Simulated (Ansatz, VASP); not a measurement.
# Two plane-wave programs on ZnS

```
CELL_PARAMETERS angstrom
0.00000 2.76086 2.76086
2.76086 0.00000 2.76086
2.76086 2.76086 0.00000
ATOMIC_POSITIONS crystal
Zn 0.00000 0.00000 0.00000
S 0.25000 0.25000 0.25000
```

Alike in both runs: task single point; functional HSE06; k mesh 4 × 4 × 4; occupations fermi-dirac, width 0.05 eV; no spin polarisation.

```csv
,VASP,Ansatz
version,VASP 6.6.1,Ansatz 0.2.0 development build
potentials or method,"VASP PAW PBE potentials, release 64 (Zn, S)",plane waves
plane-wave cutoff (eV),520,660
valence electrons in the cell,18,26
```

VASP gave:

| Quantity | Value |
| --- | --- |
| gap on the k mesh at the Fermi level (eV) | 3.03 |

Question: Which values does Ansatz return?

Answer: gap on the k mesh at the Fermi level (eV): 3.05.

VASP's potentials hold 18 valence electrons a cell and Ansatz's 26, so a difference there can come from the potentials and not from the codes.

The k mesh is coarse, so the values compare programs but aren't converged.
